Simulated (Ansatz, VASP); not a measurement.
One calculation of PbS, two programs

File INCAR:

```
PREC = Accurate
ENCUT = 520
EDIFF = 1E-6
ISMEAR = 0
SIGMA = 0.15
LREAL = False
LASPH = True
NELM = 100
ALGO = Normal
ISIF = 2
LWAVE = False
LCHARG = False
GGA = PE
IVDW = 12
NBANDS = 17
```

File KPOINTS:

```
Automatic mesh
0
Gamma
  16 16 16
```

Contents of POSCAR:

```
PbS
1.0
    3.3136025960      0.0000000000      0.0000000000
    0.0000000000      3.3136025960      0.0000000000
    0.0000000000      0.0000000000      3.8898813084
Pb S
1 1
Direct
    0.0000000000      0.0000000000      0.0000000000
    0.5000000000      0.5000000000      0.5000000000
```

Input for Ansatz:

```yaml
crystal:
  lattice:
    - [3.313602596, 0.0, 0.0]
    - [0.0, 3.313602596, 0.0]
    - [0.0, 0.0, 3.8898813084]
  atoms:
    - { symbol: Pb, position: [0.0, 0.0, 0.0] }
    - { symbol: S, position: [0.5, 0.5, 0.5] }
basis:
  ecutwfc: 420
kpoints:
  mp_grid: { grid: [16, 16, 16] }
hamiltonian:
  xc: pbe
  dispersion: d3bj
scf:
  occupations: { method: gaussian, width: 0.15 }
output:
  forces: true
  stress: true
  eigenvalues: true
```

Change from the starting cell: strain -0.080 along x and y, +0.080 along z, atoms carried along.

Alike in both runs: task single point; functional PBE; dispersion D3(BJ); k mesh 16 × 16 × 16; occupations gaussian, width 0.15 eV; no spin polarisation.

|  | VASP | Ansatz |
| --- | --- | --- |
| version | VASP 6.6.1 | Ansatz 0.2.0 |
| potentials or method | VASP PAW PBE potentials, release 64 (Pb_d, S), cutoff 520 eV | scalar-relativistic, plane waves, PAW |
| valence electrons in the cell | 20 | 20 |

VASP gave:

- gap on the k mesh at the Fermi level (eV): none
- pressure (GPa): 6.6
- traceless stress, the component that is largest in VASP (GPa): -9.90

What did Ansatz give for the same quantities?

gap on the k mesh at the Fermi level (eV): none; pressure (GPa): 6.7; traceless stress, the component that is largest in VASP (GPa): -9.91.

A gap of «none» marks a metal or a gap that the smearing closes.

Spin-orbit coupling is off throughout.
